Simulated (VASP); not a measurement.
# WSe2 (P-6m2) in VASP: notebook

The runs below take WSe2 through single point, with PBE+D3(BJ).

Program: VASP 6.6.1. These are calculated values, not measurements. Logs are shortened: lines on timing, memory, paths and dates and some standing lists are left out, and cuts for length are marked.

## Step 1: The cell of the first run

The structure is hexagonal, space group P-6m2 (No. 187). Conventional cell: a = 3.189 Å, b = 3.189 Å, c = 7.405 Å, α = 90.00°, β = 90.00°, γ = 120.00°. W (site symmetry -6m2) has 6 Se at 2.44 Å and 6 W at 3.19 Å within 3.2 Å. Within 3.3 Å of Se (site symmetry 3m) lie 3 W at 2.44 Å and 7 Se at 3.19 to 3.21 Å.

## Step 2: Single point, PBE+D3(BJ)

INCAR reads:

```
SYSTEM = WSe2
ALGO = Normal ; EDIFF = 1E-6
ENCUT = 520 ; GGA = PE
ISIF = 2 ; ISMEAR = 0
IVDW = 12 ; LASPH = .TRUE.
LCHARG = .FALSE. ; LREAL = .FALSE.
LWAVE = .FALSE. ; NBANDS = 20
NELM = 100 ; PREC = Accurate
SIGMA = 0.05
```

KPOINTS reads:

```
k-points
0
G
  9 9 4
  0 0 0
```

POSCAR reads:

```
WSe2
1.0
    3.1893814957      0.0000000000      0.0000000000
   -1.5946907479      2.7620853977      0.0000000000
    0.0000000000      0.0000000000      7.4047870187
W Se
1 2
Direct
    0.0000000000      0.0000000000      0.0000000000
    0.3333333333      0.6666666667      0.2167576539
    0.3333333333      0.6666666667      0.7832423461
```

Potentials or basis: VASP PAW PBE potentials, release 64 (W_sv, Se).

Started as:

```console
$ cat potpaw_PBE.64/W_sv/POTCAR potpaw_PBE.64/Se/POTCAR > POTCAR
$ mpirun -np 1 vasp_std > vasp.out
```

OUTCAR:

```text
SYSTEM = WSe2
   EDIFF = 1E-6
   ENCUT = 520
   GGA = PE
   ISIF = 2
   ISMEAR = 0
   IVDW = 12
   LASPH = .TRUE.
   LREAL = .FALSE.
   NELM = 100
   PREC = Accurate
 IVDW          = 12

 ion  position               nearest neighbor table
   1  0.000  0.000  0.000-   2 2.44   3 2.44   2 2.44   3 2.44   2 2.44   3 2.44
   2  0.333  0.667  0.217-   1 2.44   1 2.44   1 2.44
   3  0.333  0.667  0.783-   1 2.44   1 2.44   1 2.44

  LATTYP: Found a hexagonal cell.
 ALAT       =     3.1893814957
 C/A-ratio  =     2.3217000000

  Lattice vectors:

 A1 = (   3.1893814957,   0.0000000000,   0.0000000000)
 A2 = (  -1.5946907479,   2.7620853977,   0.0000000000)
 A3 = (   0.0000000000,   0.0000000000,   7.4047870187)

Analysis of symmetry for initial positions (statically):
=====================================================================
 Subroutine PRICEL returns:
 Original cell was already a primitive cell.

 Routine SETGRP: Setting up the symmetry group for a
 hexagonal supercell.

 Subroutine GETGRP returns: Found 12 space group operations
 (whereof 12 operations were pure point group operations)
 out of a pool of 24 trial point group operations.

The static configuration has the point symmetry D_3h.

Analysis of symmetry for dynamics (positions and initial velocities):
=====================================================================
 Subroutine PRICEL returns:
 Original cell was already a primitive cell.

 Routine SETGRP: Setting up the symmetry group for a
 hexagonal supercell.

 Subroutine GETGRP returns: Found 12 space group operations
 (whereof 12 operations were pure point group operations)
 out of a pool of 24 trial point group operations.

The dynamic configuration has the point symmetry D_3h.

 Subroutine INISYM returns: Found 12 space group operations
 (whereof 12 operations are pure point group operations),
 and found     1 'primitive' translations

----------------------------------------------------------------------------------------

                                     Primitive cell

  volume of cell :      65.2313

  direct lattice vectors                    reciprocal lattice vectors
     3.189381496  0.000000000  0.000000000     0.313540416  0.181022643  0.000000000
    -1.594690748  2.762085398  0.000000000     0.000000000  0.362045287  0.000000000
     0.000000000  0.000000000  7.404787019     0.000000000  0.000000000  0.135047773

  length of vectors
     3.189381496  3.189381496  7.404787019     0.362045287  0.362045287  0.135047773

  position of ions in fractional coordinates (direct lattice)
     0.000000000  0.000000000  0.000000000
     0.333333333  0.666666667  0.216757654
     0.333333333  0.666666667  0.783242346

  ion indices of the primitive-cell ions
   primitive index   ion index
                 1           1
                 2           2
                 3           3

----------------------------------------------------------------------------------------

 KPOINTS: k-points

Automatic generation of k-mesh.
 Grid dimensions read from file:
 generate k-points for:    9    9    4

 Generating k-lattice:

  Cartesian coordinates                     Fractional coordinates (reciprocal lattice)
     0.034837824  0.020113627  0.000000000     0.111111111  0.000000000  0.000000000
     0.000000000  0.040227254  0.000000000     0.000000000  0.111111111  0.000000000
     0.000000000  0.000000000  0.033761943     0.000000000  0.000000000  0.250000000

  Length of vectors
     0.040227254  0.040227254  0.033761943

  Shift w.r.t. Gamma in fractional coordinates (k-lattice)
     0.000000000  0.000000000  0.000000000

 Subroutine IBZKPT returns following result:
 ===========================================

 Found     36 irreducible k-points:

 Following reciprocal coordinates:
            Coordinates               Weight
  0.000000  0.000000  0.000000      1.000000
  0.111111 -0.000000  0.000000      6.000000
  0.222222  0.000000  0.000000      6.000000
  0.333333 -0.000000  0.000000      6.000000
  0.444444  0.000000  0.000000      6.000000
  0.111111  0.111111  0.000000      6.000000
[... 16 lines left out ...]
  0.333333  0.222222  0.250000     24.000000
  0.333333  0.333333  0.250000      4.000000
 [... further k-points ...]
   k-points           NKPTS =     36   k-points in BZ     NKDIM =     36   number of bands    NBANDS=     20
   number of dos      NEDOS =    301   number of ions     NIONS =      3
   total plane-waves  NPLWV =  32256
   dimension x,y,z NGX =    24 NGY =   24 NGZ =   56
   dimension x,y,z NGXF=    48 NGYF=   48 NGZF=  112
   ions per type =               1   2
   NGX,Y,Z   is equivalent  to a cutoff of  12.51, 12.51, 12.57 a.u.
   NGXF,Y,Z  is equivalent  to a cutoff of  25.02, 25.02, 25.15 a.u.
 SYSTEM =  WSe2
   PREC   = accura    normal or accurate (medium, high low for compatibility)
   ISTART =      0    job   : 0-new  1-cont  2-samecut
   ICHARG =      2    charge: 1-file 2-atom 10-const
   ISPIN  =      1    spin polarized calculation?
   LNONCOLLINEAR =      F non collinear calculations
   LSORBIT =      F    spin-orbit coupling
   LASPH  =      T    aspherical Exc in radial PAW
   ENCUT  =  520.0 eV  38.22 Ry    6.18 a.u.   5.93  5.93 13.77*2*pi/ulx,y,z
   NELM   =    100;   NELMIN=  2; NELMDL= -5     # of ELM steps
   EDIFF  = 0.1E-05   stopping-criterion for ELM
   LREAL  =      F    real-space projection
   EDIFFG = 0.1E-04   stopping-criterion for IOM
   NSW    =      0    number of steps for IOM
   IBRION =     -1    ionic relax: 0-MD 1-quasi-New 2-CG
   NFREE  =      0    steps in history (QN), initial steepest desc. (CG)
   ISIF   =      2    stress and relaxation
   ISYM   =      2    0-nonsym 1-usesym 2-fastsym
   POTIM  = 0.5000    time-step for ionic-motion
   TEBEG  =    0.0;   TEEND  =   0.0 temperature during run
   PSTRESS=    0.0 pullay stress
   NELECT =      26.0000    total number of electrons
   NUPDOWN=      -1.0000    fix difference up-down
   EMIN   =  10.00;   EMAX   =-10.00  energy-range for DOS
   EFERMI =   0.00;   METHOD = LEGACY
   ISMEAR =     0;   SIGMA  =   0.05  broadening in eV -4-tet -1-fermi 0-gaus
   EFERMI_NEDOS =   21; number of points for ismear=-14 and -15
   IALGO  =     38    algorithm
   IMIX   =      4    mixing-type and parameters
     AMIX     =   0.40;   BMIX     =  1.00
     AMIX_MAG =   1.60;   BMIX_MAG =  1.00
  volume/ion in A,a.u.               =      21.74       146.73
  Fermi-wavevector in a.u.,A,eV,Ry     =   1.204797  2.276736 19.749346  1.451536
  Thomas-Fermi vector in A             =   2.340512
   LORBIT       =      0    0 simple, 1 ext, 2 COOP (PROOUT), +10 PAW based schemes
   GGA     = PE    functional components
   LHFCALC =     F    Hartree Fock is set to
   AEXX    =    0.0000 exact exchange contribution
   IVDW    =    12    specifies the selected vdW correction
   LEPSILON=     F    determine dielectric tensor
   LRPA    =     F    only Hartree local field effects (RPA)
 non-spin polarized calculation
 Gauss-broadening in eV      SIGMA  =   0.05
  energy-cutoff  :      520.00
  volume of cell :       65.23
 maximum number of plane-waves:      1788
 NGX is ok and might be reduce to    24

 number of electron      26.0000002 magnetization

 Free energy of the ion-electron system (eV)
  ---------------------------------------------------
  ext. energy  EPLUGINS =         0.00000000
  ---------------------------------------------------
  free energy    TOTEN  =       -21.15715146 eV

  energy without entropy =      -21.15715146  energy(sigma->0) =      -21.15715146

 E-fermi :   5.5590     XC(G=0):  -9.9681

 val. band max:        5.1403516946   @ k =   0.3333   0.3333   0.5000
 cond. band min:       6.8954751131   @ k =   0.2222   0.1111   0.0000
 fundamental gap:      1.7551234184
 Fermi energy:         5.5590265913

 k-point     1 :       0.0000    0.0000    0.0000
  band No.  band energies     occupation
      1     -68.6227      2.00000
      2     -32.9996      2.00000
      3     -32.7871      2.00000
      4     -32.7871      2.00000
      5     -10.3358      2.00000
      6      -8.6722      2.00000
[... 12 lines left out ...]
     19      11.9293      0.00000
     20      14.1777      0.00000

 k-point     2 :       0.1111   -0.0000    0.0000
  band No.  band energies     occupation
      1     -68.6207      2.00000
      2     -32.9911      2.00000
      3     -32.8285      2.00000
      4     -32.7965      2.00000
      5     -10.1184      2.00000
      6      -8.5779      2.00000
[... 12 lines left out ...]
     19      12.5298      0.00000
     20      15.1551      0.00000

 k-point     3 :       0.2222    0.0000    0.0000
  band No.  band energies     occupation
      1     -68.6156      2.00000
      2     -32.9698      2.00000
      3     -32.9319      2.00000
      4     -32.8203      2.00000
      5      -9.5181      2.00000
      6      -8.3189      2.00000
[... 12 lines left out ...]
     19      13.8213      0.00000
     20      14.4887      0.00000

 k-point     4 :       0.3333   -0.0000    0.0000
  band No.  band energies     occupation
      1     -68.6098      2.00000
      2     -33.0472      2.00000
      3     -32.9453      2.00000
      4     -32.8473      2.00000
      5      -8.7057      2.00000
      6      -7.9788      2.00000
[... 12 lines left out ...]
     19      12.4014      0.00000
     20      13.2747      0.00000

 k-point     5 :       0.4444    0.0000    0.0000
  band No.  band energies     occupation
      1     -68.6060      2.00000
      2     -33.1212      2.00000
      3     -32.9294      2.00000
      4     -32.8648      2.00000
      5      -8.0430      2.00000
      6      -7.7198      2.00000
[... 12 lines left out ...]
     19      12.1916      0.00000
     20      12.9570      0.00000

 k-point     6 :       0.1111    0.1111    0.0000
  band No.  band energies     occupation
      1     -68.6171      2.00000
      2     -32.9762      2.00000
      3     -32.8972      2.00000
      4     -32.8168      2.00000
      5      -9.7088      2.00000
      6      -8.4004      2.00000
[... 12 lines left out ...]
     19      13.7703      0.00000
     20      14.5615      0.00000

 k-point     7 :       0.2222    0.1111    0.0000
  band No.  band energies     occupation
      1     -68.6117      2.00000
      2     -32.9980      2.00000
      3     -32.9533      2.00000
      4     -32.8506      2.00000
      5      -8.9944      2.00000
      6      -8.0942      2.00000
[... 12 lines left out ...]
     19      13.1482      0.00000
     20      14.3150      0.00000
[... 277 lines left out ...]
 k-point    20 :       0.3333    0.1111    0.2500
  band No.  band energies     occupation
      1     -68.6069      2.00000
      2     -33.0847      2.00000
      3     -32.9331      2.00000
      4     -32.8807      2.00000
      5      -8.2132      2.00000
      6      -7.7935      2.00000
[... 12 lines left out ...]
     19      12.7798      0.00000
     20      13.8733      0.00000

 k-point    21 :       0.4444    0.1111    0.2500
  band No.  band energies     occupation
      1     -68.6050      2.00000
      2     -33.1186      2.00000
      3     -32.9251      2.00000
      4     -32.8925      2.00000
      5      -7.8489      2.00000
      6      -7.6492      2.00000
[... 12 lines left out ...]
     19      13.4225      0.00000
     20      13.7290      0.00000

 k-point    22 :       0.2222    0.2222    0.2500
  band No.  band energies     occupation
      1     -68.6073      2.00000
      2     -33.0538      2.00000
      3     -32.9346      2.00000
      4     -32.9039      2.00000
      5      -8.2884      2.00000
      6      -7.8132      2.00000
[... 12 lines left out ...]
     19      13.2062      0.00000
     20      14.2441      0.00000

 k-point    23 :       0.3333    0.2222    0.2500
  band No.  band energies     occupation
      1     -68.6044      2.00000
      2     -33.0807      2.00000
      3     -32.9479      2.00000
      4     -32.9224      2.00000
      5      -7.7517      2.00000
      6      -7.5817      2.00000
[... 12 lines left out ...]
     19      13.0323      0.00000
     20      14.0796      0.00000

 k-point    24 :       0.3333    0.3333    0.2500
  band No.  band energies     occupation
      1     -68.6034      2.00000
      2     -33.0478      2.00000
      3     -33.0058      2.00000
      4     -32.9181      2.00000
      5      -7.5602      2.00000
      6      -7.4860      2.00000
[... 12 lines left out ...]
     19      11.9928      0.00000
     20      14.5243      0.00000

 [... further k-points ...]

------------------------ aborting loop because EDIFF is reached ----------------------------------------

 Edisp (eV)   -1.30861

 E8    (eV) :    -0.5858

  FORCE on cell =-STRESS in cart. coord.  units (eV):
  Direction    XX          YY          ZZ          XY          YZ          ZX
  --------------------------------------------------------------------------------------
  -------------------------------------------------------------------------------------
  Total       5.83561     5.83561     7.35055    -0.00000     0.00000     0.00000
  in kB     143.33111   143.33111   180.54041    -0.00000     0.00000     0.00000
  external pressure =      155.73 kB  Pullay stress =        0.00 kB

 VOLUME and BASIS-vectors are now :
 -----------------------------------------------------------------------------
  energy-cutoff  :      520.00
  volume of cell :       65.23
      direct lattice vectors                 reciprocal lattice vectors
     3.189381496  0.000000000  0.000000000     0.313540416  0.181022643  0.000000000
    -1.594690748  2.762085398  0.000000000     0.000000000  0.362045287  0.000000000
     0.000000000  0.000000000  7.404787019     0.000000000  0.000000000  0.135047773

 POSITION                                       TOTAL-FORCE (eV/Angst)
 -----------------------------------------------------------------------------------
      0.00000      0.00000      0.00000         0.000000     -0.000000      0.000000
     -0.00000      1.84139      1.60504        -0.000000      0.000000      2.544675
     -0.00000      1.84139      5.79974        -0.000000      0.000000     -2.544675
 -----------------------------------------------------------------------------------
    total drift:                                0.000000     -0.000000     -0.000000

  FREE ENERGIE OF THE ION-ELECTRON SYSTEM (eV)
  ---------------------------------------------------
  free  energy   TOTEN  =       -22.4657605574 eV

  energy  without entropy=      -22.4657605574  energy(sigma->0) =      -22.46576056
```

It took 58 s on 1 thread of Intel Xeon 8259CL, shared host; peak memory 0.21 GiB.

Results:

| Property | Result |
| --- | --- |
| Free energy | -22.4658 eV |
| Pressure | 15.6 GPa |
| Largest force | 2.545 eV/Å |
| Band gap on the k mesh | 1.76 eV (least direct gap 1.79 eV) |
| Dispersion energy per atom | -0.436 eV |

Forces on the atoms (eV/Å):
```
W    0.000  0.000  0.000
Se   0.000  0.000  2.545
Se   0.000  0.000 -2.545
```

Stress tensor (GPa, compression positive):
```
14.33  0.00  0.00
 0.00 14.33  0.00
 0.00  0.00 18.05
```

Levels at points of the mesh, in eV from the valence-band top:
| k point | band 9 | band 10 | band 11 | band 12 | band 13 | band 14 | band 15 | band 16 | band 17 | band 18 |
| --- | --- | --- | --- | --- | --- | --- | --- | --- | --- | --- |
| (0.00, 0.00, 0.00) | -2.68 | -1.79 | -1.32 | -1.32 | -0.68 | 3.40 | 3.40 | 3.73 | 3.73 | 5.12 |
| (0.00, 0.00, 0.50) | -2.67 | -2.67 | -1.32 | -1.32 | -0.03 | 3.38 | 3.38 | 3.77 | 3.77 | 5.75 |

Caveat: the cell stands under pressure; spin-orbit coupling is left out, which moves the levels of the heavy elements; an odd mesh through Γ misses points on the zone boundary, where band edges can lie; forces of over 1 eV/Å act on the atoms, so gaps and moduli don't describe the material at rest.

## Step 3: Single point, PBE+D3(BJ)

This run uses another cell than the first one, of the same volume but with other edges.

INCAR reads:

```
SYSTEM = WSe2
  ALGO = Normal
  EDIFF = 1E-6
  ENCUT = 520
  GGA = PE
  ISIF = 2
  ISMEAR = 0
  IVDW = 12
  LASPH = .True.
  LCHARG = .True.
  LELF = .True.
  LREAL = .False.
  LVHAR = .True.
  LWAVE = .False.
  NBANDS = 20
  NELM = 100
  PREC = Accurate
  SIGMA = 0.05
```

KPOINTS reads:

```
k-points
0
Gamma
  9 9 4
  0 0 0
```

POSCAR reads:

```
WSe2
1.0
    3.3795566996      0.0000000000      0.0000000000
   -1.6897783498      2.9267819554      0.0000000000
    0.0000000000      0.0000000000      6.5948669437
W Se
1 2
Direct
    0.0000000000      0.0000000000      0.0000000000
    0.3333333333      0.6666666667      0.2405528385
    0.3333333333      0.6666666667      0.7594471615
```

Potentials or basis: VASP PAW PBE potentials, release 64 (W_sv, Se).

Started as:

```console
$ cat potpaw_PBE.64/W_sv/POTCAR potpaw_PBE.64/Se/POTCAR > POTCAR
$ mpirun -np 1 vasp_std > vasp.out
```

It took 83 s on 1 thread of Intel Xeon 8259CL, shared host; peak memory 0.22 GiB.

It converged, with:

- Free energy: -22.6846 eV
- Pressure: 2.0 GPa
- Largest force: 1.058 eV/Å
- Band gap on the k mesh: 0.44 eV (least direct gap 1.15 eV)
- Dispersion energy per atom: -0.432 eV

Forces on the atoms (eV/Å):
```
W    0.000  0.000  0.000
Se   0.000  0.000  1.058
Se   0.000  0.000 -1.058
```

Stress tensor (GPa, compression positive):
```
-2.43  0.00  0.00
 0.00 -2.43  0.00
 0.00  0.00 10.98
```

Levels at points of the mesh, in eV from the valence-band top:
```tsv
k point	band 11	band 12	band 13	band 14	band 15	band 16
(0.00, 0.00, 0.00)	-2.29	-1.16	-1.04	2.19	2.19	2.37
(0.00, 0.00, 0.50)	-2.33	-2.33	0.00	2.04	2.04	2.59
```

Caveat: spin-orbit coupling is left out, which moves the levels of the heavy elements; an odd mesh through Γ misses points on the zone boundary, where band edges can lie; forces of over 1 eV/Å act on the atoms, so gaps and moduli don't describe the material at rest.
